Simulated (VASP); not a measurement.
# SiNi in VASP: notebook

SiNi is run at these levels: PBE; tasks: single point.

All numbers are computed with VASP 6.6.1; they aren't measurements. Logs are shortened: lines on timing, memory, paths and dates and some standing lists are left out, and cuts for length are marked.

## 1. The cell of the first run

The cell holds an amorphous packing of atoms, 20 atoms: a = 6.401 Å, b = 6.413 Å, c = 6.563 Å, α = 89.27°, β = 89.96°, γ = 88.64°.

## 2. Single point, PBE

INCAR reads:

```
  ALGO = Normal
  EDIFF = 1E-6
  ENCUT = 520
  GGA = PE
  ISIF = 2
  ISMEAR = -1
  ISYM = 0
  LASPH = True
  LCHARG = True
  LELF = True
  LREAL = Auto
  LVHAR = True
  LWAVE = False
  NBANDS = 86
  NELM = 60
  PREC = Accurate
  SIGMA = 0.0853
```

KPOINTS reads:

```
Automatic mesh
0
Gamma
  1 1 1
  0.25 0.25 0.25
```

POSCAR reads:

```
SiNi
1.0
    6.4002940000      0.0757740000      0.0022980000
    0.0757740000      6.4122190000      0.0415250000
    0.0022980000      0.0415250000      6.5625770000
Si Ni
10 10
Direct
    1.0076200002      0.5771124421      0.2652916522
    0.8068798702      0.9015139388      0.5244955486
    0.0091006789      0.0754011385      0.8831737981
    0.8403841401      0.5727563897      0.6916394411
    0.5101629204      0.7343647916      0.2974604561
    0.1794134995      0.2050166690      0.2406102649
    0.2324842191      0.6686302292      0.6757442817
    0.3566115233      0.3089087304      0.5705644401
    0.6580687215      0.2983423255      0.0809915210
    0.5739776679      0.8302953356     -0.0925252404
    0.2113225293      0.7937943017     -0.0031705422
    0.1611930306      0.8943697733      0.4448381899
    0.6958275586      0.4882093526      0.4192673236
    0.6939315494      1.1449512451      0.7286912207
    0.8364555665      0.9381388014      0.1570612598
    1.0379395886      0.2780090017      0.5485746668
    0.3798282619      0.1129666702      0.9536632048
    0.5293466274      0.1026350036      0.3485169992
    0.5314866862      0.4615608008      0.8175121345
    0.1243761056      0.4340961409     -0.0547621245
```

Potentials or basis: VASP PAW PBE potentials, release 64 (Si, Ni).

Started as:

```bash
> cat potpaw_PBE.64/Si/POTCAR potpaw_PBE.64/Ni/POTCAR > POTCAR
> mpirun -np 1 vasp_std > vasp.out
```

OUTCAR:

```text
EDIFF = 1E-6
   ENCUT = 520
   GGA = PE
   ISIF = 2
   ISMEAR = -1
   ISYM = 0
   LASPH = True
   LREAL = Auto
   NELM = 60
   PREC = Accurate

 ion  position               nearest neighbor table
   1  0.008  0.577  0.265-  13 2.32  20 2.41  12 2.58  11 2.60   6 2.61  15 2.63  16 2.66   2 2.97
                             4 3.00   7 3.12   9 3.15
   2  0.807  0.902  0.524-  14 2.18  12 2.33   4 2.37  15 2.43  18 2.45   5 2.67  13 2.85  16 2.87
                             3 2.93  10 2.96   1 2.97
   3  0.009  0.075  0.883-  15 2.29  14 2.29  11 2.31  17 2.44  20 2.47  16 2.55   6 2.73   2 2.93
                             9 2.94
   4  0.840  0.573  0.692-  13 2.10  19 2.27   2 2.37  16 2.45  20 2.60   7 2.60  10 2.75  14 2.93
                             1 3.00
   5  0.510  0.734  0.297-  13 2.10  18 2.40  12 2.63  15 2.65  10 2.66   2 2.67  11 2.77   7 3.08

   6  0.179  0.205  0.241-  16 2.26  17 2.35  12 2.39  18 2.42  20 2.44   8 2.55   1 2.61   3 2.73
                            15 2.87  11 3.10
   7  0.232  0.669  0.676-  12 2.12  11 2.27  20 2.42  19 2.48   8 2.53   4 2.60  10 2.88  16 2.95
                             5 3.08   1 3.12
   8  0.357  0.309  0.571-  16 2.06  19 2.22  18 2.25   7 2.53   6 2.55  14 2.59  13 2.67  17 2.80
                            20 2.98  12 3.09
   9  0.658  0.298  0.081-  19 2.16  18 2.31  17 2.33  14 2.53  13 2.56  15 2.60   3 2.94   1 3.15

  10  0.574  0.830  0.907-  17 2.20  11 2.41  14 2.46  15 2.46  19 2.47   5 2.66   4 2.75   7 2.88
                             2 2.96
  11  0.211  0.794  0.997-   7 2.27   3 2.31  17 2.35  10 2.41  20 2.41   1 2.60  15 2.76   5 2.77
                            12 3.03   6 3.10
  12  0.161  0.894  0.445-   7 2.12   2 2.33   6 2.39   1 2.58   5 2.63  16 2.66  18 2.80  15 2.82
                            11 3.03   8 3.09
  13  0.696  0.488  0.419-   4 2.10   5 2.10   1 2.32   9 2.56   8 2.67  16 2.68  18 2.76  19 2.82
                             2 2.85  14 2.98
  14  0.694  0.145  0.729-   2 2.18   3 2.29  19 2.34  10 2.46  17 2.50   9 2.53   8 2.59  16 2.65
                            18 2.73   4 2.93  13 2.98
  15  0.836  0.938  0.157-   3 2.29   2 2.43  10 2.46  18 2.55   9 2.60   1 2.63   5 2.65  11 2.76
                            12 2.82   6 2.87
  16  0.038  0.278  0.549-   8 2.06   6 2.26   4 2.45   3 2.55  14 2.65   1 2.66  12 2.66  13 2.68
                            20 2.86   2 2.87   7 2.95
  17  0.380  0.113  0.954-  10 2.20   9 2.33  11 2.35   6 2.35   3 2.44  14 2.50  20 2.60  19 2.61
                            18 2.76   8 2.80
  18  0.529  0.103  0.349-   8 2.25   9 2.31   5 2.40   6 2.42   2 2.45  15 2.55  14 2.73  13 2.76
                            17 2.76  12 2.80
  19  0.531  0.462  0.818-   9 2.16   8 2.22   4 2.27  14 2.34  10 2.47   7 2.48  17 2.61  20 2.75
                            13 2.82
  20  0.124  0.434  0.945-   1 2.41  11 2.41   7 2.42   6 2.44   3 2.47   4 2.60  17 2.60  19 2.75
                            16 2.86   8 2.98

IMPORTANT INFORMATION: All symmetrisations will be switched off!
NOSYMM: (Re-)initialisation of all symmetry stuff for point group C_1.

----------------------------------------------------------------------------------------

                                     Primitive cell

  volume of cell :     269.2800

  direct lattice vectors                    reciprocal lattice vectors
     6.400294000  0.075774000  0.002298000     0.156264697 -0.001846321 -0.000043036
     0.075774000  6.412219000  0.041525000    -0.001846321  0.155980459 -0.000986327
     0.002298000  0.041525000  6.562577000    -0.000043036 -0.000986327  0.152385421

  length of vectors
     6.400742946  6.412801145  6.562708777     0.156275610  0.155994504  0.152388619

  position of ions in fractional coordinates (direct lattice)
     0.007620000  0.577112442  0.265291652
     0.806879870  0.901513939  0.524495549
     0.009100679  0.075401138  0.883173798
     0.840384140  0.572756390  0.691639441
     0.510162920  0.734364792  0.297460456
     0.179413500  0.205016669  0.240610265
[... 12 lines left out ...]
     0.531486686  0.461560801  0.817512134
     0.124376106  0.434096141  0.945237875

  ion indices of the primitive-cell ions
   primitive index   ion index
                 1           1
                 2           2
                 3           3
                 4           4
                 5           5
                 6           6
[... 12 lines left out ...]
                19          19
                20          20

----------------------------------------------------------------------------------------

 KPOINTS: Automatic mesh

Automatic generation of k-mesh.
 Grid dimensions read from file:
 generate k-points for:    1    1    1

 Generating k-lattice:

  Cartesian coordinates                     Fractional coordinates (reciprocal lattice)
     0.156264697 -0.001846321 -0.000043036     1.000000000 -0.000000000  0.000000000
    -0.001846321  0.155980459 -0.000986327     0.000000000  1.000000000  0.000000000
    -0.000043036 -0.000986327  0.152385421     0.000000000 -0.000000000  1.000000000

  Length of vectors
     0.156275610  0.155994504  0.152388619

  Shift w.r.t. Gamma in fractional coordinates (k-lattice)
     0.250000000  0.250000000  0.250000000

 Subroutine IBZKPT returns following result:
 ===========================================

 Found      1 irreducible k-points:

 Following reciprocal coordinates:
            Coordinates               Weight
  0.250000  0.250000  0.250000      2.000000
   k-points           NKPTS =      1   k-points in BZ     NKDIM =      1   number of bands    NBANDS=     86
   number of dos      NEDOS =    301   number of ions     NIONS =     20
   total plane-waves  NPLWV = 115200
   dimension x,y,z NGX =    48 NGY =   48 NGZ =   50
   dimension x,y,z NGXF=    96 NGYF=   96 NGZF=  100
   ions per type =              10  10
   NGX,Y,Z   is equivalent  to a cutoff of  12.47, 12.44, 12.67 a.u.
   NGXF,Y,Z  is equivalent  to a cutoff of  24.93, 24.89, 25.33 a.u.
 SYSTEM =  unknown system
   PREC   = accura    normal or accurate (medium, high low for compatibility)
   ISTART =      0    job   : 0-new  1-cont  2-samecut
   ICHARG =      2    charge: 1-file 2-atom 10-const
   ISPIN  =      1    spin polarized calculation?
   LNONCOLLINEAR =      F non collinear calculations
   LSORBIT =      F    spin-orbit coupling
   LASPH  =      T    aspherical Exc in radial PAW
   ENCUT  =  520.0 eV  38.22 Ry    6.18 a.u.  11.90 11.92 12.20*2*pi/ulx,y,z
   NELM   =     60;   NELMIN=  2; NELMDL= -5     # of ELM steps
   EDIFF  = 0.1E-05   stopping-criterion for ELM
   LREAL  =      T    real-space projection
   EDIFFG = 0.1E-04   stopping-criterion for IOM
   NSW    =      0    number of steps for IOM
   IBRION =     -1    ionic relax: 0-MD 1-quasi-New 2-CG
   NFREE  =      0    steps in history (QN), initial steepest desc. (CG)
   ISIF   =      2    stress and relaxation
   ISYM   =      0    0-nonsym 1-usesym 2-fastsym
   POTIM  = 0.5000    time-step for ionic-motion
   TEBEG  =    0.0;   TEEND  =   0.0 temperature during run
   PSTRESS=    0.0 pullay stress
   NELECT =     140.0000    total number of electrons
   NUPDOWN=      -1.0000    fix difference up-down
   EMIN   =  10.00;   EMAX   =-10.00  energy-range for DOS
   EFERMI =   0.00;   METHOD = LEGACY
   ISMEAR =    -1;   SIGMA  =   0.09  broadening in eV -4-tet -1-fermi 0-gaus
   EFERMI_NEDOS =   21; number of points for ismear=-14 and -15
   IALGO  =     38    algorithm
   IMIX   =      4    mixing-type and parameters
     AMIX     =   0.40;   BMIX     =  1.00
     AMIX_MAG =   1.60;   BMIX_MAG =  1.00
  volume/ion in A,a.u.               =      13.46        90.86
  Fermi-wavevector in a.u.,A,eV,Ry     =   1.316385  2.487606 23.577108  1.732869
  Thomas-Fermi vector in A             =   2.446500
   LORBIT       =      0    0 simple, 1 ext, 2 COOP (PROOUT), +10 PAW based schemes
   GGA     = PE    functional components
   LHFCALC =     F    Hartree Fock is set to
   AEXX    =    0.0000 exact exchange contribution
   IVDW    =     0    specifies the selected vdW correction
   LEPSILON=     F    determine dielectric tensor
   LRPA    =     F    only Hartree local field effects (RPA)
 non-spin polarized calculation
  energy-cutoff  :      520.00
  volume of cell :      269.28
 maximum number of plane-waves:      7240
 NGX is ok and might be reduce to    48
   NGX = 23   NGY = 23   NGZ = 25

 number of electron     139.9999988 magnetization

 Free energy of the ion-electron system (eV)
  ---------------------------------------------------
  ext. energy  EPLUGINS =         0.00000000
  ---------------------------------------------------
  free energy    TOTEN  =      -111.91020165 eV

  energy without entropy =     -111.67900063  energy(sigma->0) =     -111.79460114

 E-fermi :   8.8812     XC(G=0): -11.6345

 val. band max:        8.8289298902   @ k =   0.2500   0.2500   0.2500
 cond. band min:       8.9324761733   @ k =   0.2500   0.2500   0.2500
 fundamental gap:      0.1035462831
 Fermi energy:         8.8811684557

 k-point     1 :       0.2500    0.2500    0.2500
  band No.  band energies     occupation
      1      -2.8939      2.00000
      2      -1.7004      2.00000
      3      -1.3339      2.00000
      4      -0.6411      2.00000
      5       0.0476      2.00000
      6       0.5120      2.00000
[... 74 lines left out ...]
     81      11.2688      0.00000
     82      11.3673      0.00000
 [bands above 82 left out]

------------------------ aborting loop because EDIFF is reached ----------------------------------------

  FORCE on cell =-STRESS in cart. coord.  units (eV):
  Direction    XX          YY          ZZ          XY          YZ          ZX
  --------------------------------------------------------------------------------------
  -------------------------------------------------------------------------------------
  Total       -4.1260319     -2.2281240     -5.8596958     -7.8735323     -2.9260012     -5.0044794
  in kB      -24.5492981    -13.2570182    -34.8643495    -46.8463873    -17.4092872    -29.7759345
  external PRESSURE =     -24.2235553 kB  Pullay stress =       0.0000000 kB

 VOLUME and BASIS-vectors are now :
 -----------------------------------------------------------------------------
  energy-cutoff  :      520.00
  volume of cell :      269.28
      direct lattice vectors                 reciprocal lattice vectors
     6.400294000  0.075774000  0.002298000     0.156264697 -0.001846321 -0.000043036
     0.075774000  6.412219000  0.041525000    -0.001846321  0.155980459 -0.000986327
     0.002298000  0.041525000  6.562577000    -0.000043036 -0.000986327  0.152385421

 POSITION                                       TOTAL-FORCE (eV/Angst)
 -----------------------------------------------------------------------------------
      0.09311      3.71217      1.76498         0.208872      0.462433     -0.529423
      5.23378      5.86363      3.48133         0.653877      0.354874     -0.589149
      0.06599      0.52085      5.79905         0.672001      0.664483     -0.279462
      5.42369      3.76504      4.56465         0.996786     -0.416754      2.560376
      3.32152      4.75992      1.98377        -1.373005      1.755308     -1.117770
      1.16439      1.33820      1.58795         0.348950     -0.449035     -1.075108
[... 12 lines left out ...]
      3.43852      3.03385      5.38537        -0.849159      2.540977     -0.243183
      0.83111      2.83220      6.22151        -0.378655     -0.691732     -0.373415
 -----------------------------------------------------------------------------------
    total drift:                                0.000207     -0.005379      0.001097

  FREE ENERGIE OF THE ION-ELECTRON SYSTEM (eV)
  ---------------------------------------------------
  free  energy   TOTEN  =      -111.9102016488 eV

  energy  without entropy=     -111.6790006330  energy(sigma->0) =     -111.79460114
```

Run time: 3 min. Hardware: 1 thread of AMD EPYC 7R43 (Zen 3), shared host; peak memory 0.28 GiB.

Results:

| Item | Value |
| --- | --- |
| Free energy | -111.9102 eV |
| Pressure | -2.4 GPa |
| Largest force | 2.851 eV/Å |
| Band gap on the k mesh | 0.10 eV |

Forces on the atoms (eV/Å):
```
Si   0.209  0.462 -0.529
Si   0.654  0.355 -0.589
Si   0.672  0.664 -0.279
Si   0.997 -0.417  2.560
Si  -1.373  1.755 -1.118
Si   0.349 -0.449 -1.075
Si  -0.030 -0.789  1.134
Si   2.448 -0.802  0.761
Si   0.861 -0.523  1.285
Si   0.463 -0.603  0.192
Ni  -0.388 -0.408  1.125
Ni  -0.071  0.487 -1.822
Ni  -0.710 -2.546 -1.068
Ni  -0.074 -0.321 -0.167
Ni   0.264  0.065  0.286
Ni  -2.136  0.316  0.392
Ni  -0.607  1.322 -0.198
Ni  -0.299 -0.417 -0.274
Ni  -0.849  2.541 -0.243
Ni  -0.379 -0.692 -0.373
```

Levels at points of the mesh, in eV from the valence-band top:
| k point | band 66 | band 67 | band 68 | band 69 | band 70 | band 71 | band 72 | band 73 | band 74 | band 75 |
| --- | --- | --- | --- | --- | --- | --- | --- | --- | --- | --- |
| (0.25, 0.25, 0.25) | -0.71 | -0.61 | -0.48 | -0.45 | 0.00 | 0.10 | 0.58 | 0.70 | 0.97 | 1.20 |

Caveat: the k points lie up to 0.98 Å⁻¹ apart.

## 3. Single point, PBE

INCAR reads:

```
SYSTEM = SiNi
ALGO = Normal ; EDIFF = 1E-6
ENCUT = 520 ; GGA = PE
ISIF = 2 ; ISMEAR = -1
ISYM = 0 ; LASPH = .TRUE.
LCHARG = .FALSE. ; LREAL = Auto
LWAVE = .FALSE. ; NBANDS = 86
NELM = 80 ; PREC = Accurate
SIGMA = 0.05
```

KPOINTS is that of step 2.

POSCAR reads:

```
SiNi
1.0
    6.4002940000      0.0757740000      0.0022980000
    0.0757740000      6.4122190000      0.0415250000
    0.0022980000      0.0415250000      6.5625770000
Si Ni
10 10
Direct
    0.0037191882      0.5658468889      0.2661531684
    0.8294367715      0.8809915357      0.5254808867
    0.0405173981      0.0469391916      0.8385420455
    0.8288786168      0.5546379226      0.7032324188
    0.4792156109      0.7045687112      0.2933904694
    0.1536893958      0.1932239482      0.1994477470
    0.2191472375      0.6963991219      0.6968249555
    0.3719582804      0.2583340986      0.6016717086
    0.7207253545      0.3156563025      0.0997812514
    0.5748909810      0.8920640613      0.9201225281
    0.2030190296      0.7907427246      1.0360243957
    0.1632914892      0.8900641248      0.3993656521
    0.6613309344      0.4443905666      0.4322618909
    0.6925925341      0.1406958329      0.7184828502
    0.8584445007      0.9478663800      0.1619606358
    0.0172967076      0.2817271952      0.5271495527
    0.3928621986      0.1732589819      0.9533949275
    0.5112330668      0.0911958061      0.3040901890
    0.4993210031      0.5395747977      0.8507569080
    0.0763175690      0.4255781537      0.9457625395
```

Potentials or basis: VASP PAW PBE potentials, release 64 (Si, Ni).

Started as:

```bash
> cat potpaw_PBE.64/Si/POTCAR potpaw_PBE.64/Ni/POTCAR > POTCAR
> mpirun -np 1 vasp_std > vasp.out
```

It took 2.8 min on 1 thread of AMD EPYC 7R43 (Zen 3), shared host; peak memory 0.29 GiB.

The run converged. Its results:

```
Free energy            : -113.6342 eV
Pressure               : -7.0 GPa
Largest force          : 2.113 eV/Å
Band gap on the k mesh : 0.41 eV
```

Forces in eV/Å, atoms in the order of the input:
```
Si  -0.461 -0.052  0.111
Si  -0.404  0.830 -0.726
Si   0.083  0.828  0.066
Si   0.165 -0.331  1.191
Si  -0.318  0.804 -0.581
Si   0.242 -0.541  0.922
Si  -0.516 -0.533 -0.019
Si  -0.256  0.519 -0.383
Si  -0.256 -0.075 -0.437
Si   0.440 -1.857  0.906
Ni   0.476  0.493  0.018
Ni   0.077 -0.209  0.628
Ni  -0.277 -0.403 -0.560
Ni   0.750  0.428 -0.432
Ni  -0.219  0.378  0.168
Ni   0.624 -0.068  0.240
Ni  -0.808  0.678 -0.551
Ni   0.417 -0.839  0.453
Ni   0.599  0.064 -0.075
Ni  -0.359 -0.114 -0.938
```

Stress tensor (GPa, compression positive):
```
-6.89 -7.36 -3.44
-7.36 -6.34 -3.09
-3.44 -3.09 -7.66
```

Levels at points of the mesh, in eV from the valence-band top:
```csv
k point,band 67,band 68,band 69,band 70,band 71,band 72,band 73,band 74
"(0.25, 0.25, 0.25)",-0.63,-0.47,-0.27,0.00,0.41,0.65,0.78,0.89
```

Caveat: the k points lie up to 0.98 Å⁻¹ apart.

## 4. Single point, PBE

INCAR reads:

```
SYSTEM = SiNi
  PREC = Accurate
  ENCUT = 520
  EDIFF = 1E-7
  ISMEAR = -1
  SIGMA = 0.05
  LREAL = Auto
  LASPH = .TRUE.
  NELM = 60
  ALGO = Normal
  ISIF = 2
  LWAVE = .FALSE.
  LCHARG = .TRUE.
  GGA = PE
  LELF = .TRUE.
  LVHAR = .TRUE.
  NBANDS = 86
  ISYM = 0
```

KPOINTS is that of step 3.

POSCAR reads:

```
SiNi
1.0
    6.4002940000      0.0757740000      0.0022980000
    0.0757740000      6.4122190000      0.0415250000
    0.0022980000      0.0415250000      6.5625770000
Si Ni
10 10
Direct
   -0.0147063355      0.5551432481      0.2747808478
    0.7708986847      0.8900923694      0.5295537697
    0.0871771333      0.0559568480      0.7770421679
    0.8030470667      0.5745708478      0.7402722350
    0.4710151739      0.6872835984      0.2489909308
    0.1929230853      0.1913918870      0.2275918613
    0.1820481656      0.6431019898      0.7214132258
    0.3971615420      0.3020782346      0.6103958131
    0.7164780429      0.2936596418      0.0905637095
    0.6026624895      0.9070266480      0.9446681997
    0.2217923516      0.8532625579      1.0450938090
    0.1337335448      0.8626448213      0.4342675681
    0.6720252609      0.4375112944      0.4024256065
    0.7280721495      0.1864690813      0.7465978322
    0.8746979765      0.9842887053      0.1711474556
    0.0403079680      0.3004903149      0.5377723586
    0.3905313530      0.1839268269      0.9380561931
    0.5256143458      0.0616786291      0.3159354828
    0.4845279915      0.5599150428      0.8961709832
    0.0607838876      0.3975737565      0.9519124985
```

Started as:

```bash
> cat potpaw_PBE.64/Si/POTCAR potpaw_PBE.64/Ni/POTCAR > POTCAR
> mpirun -np 1 vasp_std > vasp.out
```

Wall time 2.1 min (1 thread of AMD EPYC 7R43 (Zen 3), shared host); peak memory 0.28 GiB.

Results (log left out):

```yaml
Free_energy: -114.0110 eV
Pressure: -6.5 GPa
Largest_force: 1.004 eV/Å
Band_gap_on_the_k_mesh: 0.44 eV
```

Forces on the atoms (eV/Å):
```
Si   0.345  0.434 -0.375
Si   0.701  0.309 -0.577
Si  -0.070 -0.609  0.481
Si  -0.050 -0.614  0.105
Si  -0.089  0.227  0.590
Si  -0.699 -0.273  0.384
Si  -0.092  0.727 -0.686
Si  -0.188  0.088 -0.734
Si   0.149  0.518 -0.056
Si   0.196 -0.703  0.007
Ni  -0.197 -0.388  0.000
Ni   0.179  0.132  0.075
Ni  -0.294 -0.135  0.771
Ni  -0.143  0.034 -0.309
Ni   0.146 -0.473  0.245
Ni   0.360  0.439 -0.408
Ni   0.025  0.086  0.317
Ni  -0.180 -0.171 -0.212
Ni   0.242  0.020  0.125
Ni  -0.343  0.351  0.257
```

Stress tensor (GPa, compression positive):
```
-4.31 -5.85 -4.57
-5.85 -7.04 -7.87
-4.57 -7.87 -8.05
```

Levels at points of the mesh, in eV from the valence-band top:
| k point | band 66 | band 67 | band 68 | band 69 | band 70 | band 71 | band 72 | band 73 | band 74 | band 75 |
| --- | --- | --- | --- | --- | --- | --- | --- | --- | --- | --- |
| (0.25, 0.25, 0.25) | -0.67 | -0.55 | -0.38 | -0.18 | 0.00 | 0.44 | 0.70 | 0.90 | 1.11 | 1.39 |

Caveat: the k points lie up to 0.98 Å⁻¹ apart.

[end of part 1 of 2]
